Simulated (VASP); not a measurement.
Set up this calculation in VASP 6.6.1, as the native input.

* Task: single point
* Functional: PBE
* Potentials or basis: VASP PAW PBE potentials, release 64 (Cd, Se)
* Cutoff: 520 eV
* k mesh: 8 × 8 × 8
* Occupations: fermi-dirac, width 0.05 eV
* Spin: no spin polarisation
* Dipole correction: no
* Further INCAR settings: ALGO = Normal; EDIFF = 1e-07; NBANDS = 16

The structure of CdSe lies in POSCAR:

```
CdSe
1.0
    0.0000000000      2.8739580000      2.8739580000
    2.8739580000      0.0000000000      2.8739580000
    2.8739580000      2.8739580000      0.0000000000
Cd Se
1 1
Direct
   -0.0135430000      0.0021770000      0.0121660000
    0.4927270000      0.5082720000      0.4844830000
```

This cell differs from its parent crystal: atoms moved at random.

The input as run:

INCAR

```
SYSTEM = CdSe
PREC     = Accurate       ! precision mode
ENCUT    = 520            ! plane-wave cutoff, eV
EDIFF    = 1E-7           ! SCF threshold, eV
ISMEAR   = -1             ! smearing method
SIGMA    = 0.05           ! smearing width, eV
LREAL    = .FALSE.        ! projectors in reciprocal space
LASPH    = .TRUE.         ! aspherical terms in the spheres
NELM     = 60             ! most SCF steps
ALGO     = Normal         ! electronic algorithm
ISIF     = 2              ! what is computed and relaxed
LWAVE    = .FALSE.        ! write WAVECAR
LCHARG   = .FALSE.        ! write CHGCAR
GGA      = PE             ! functional
NBANDS   = 16             ! bands
```

KPOINTS

```
Automatic mesh
0
G
  8 8 8
  0 0 0
```

Potentials or basis: VASP PAW PBE potentials, release 64 (Cd, Se).

Command:

```bash
$ cat potpaw_PBE.64/Cd/POTCAR potpaw_PBE.64/Se/POTCAR > POTCAR
$ mpirun -np 1 vasp_std > vasp.out
```

It gave:

* Pressure: 0.2 GPa
* Largest force: 0.103 eV/Å
* Band gap on the k mesh: zero (band 9 reaches 2.25 eV, above the bottom of band 10 at 1.83 eV)

Caveat: the cell differs from its parent crystal (atoms moved at random).

Wall time 76 s on 1 thread of Intel(R) Xeon(R) 6975P-C (Granite Rapids) (shared host), peak memory 0.32 GiB.
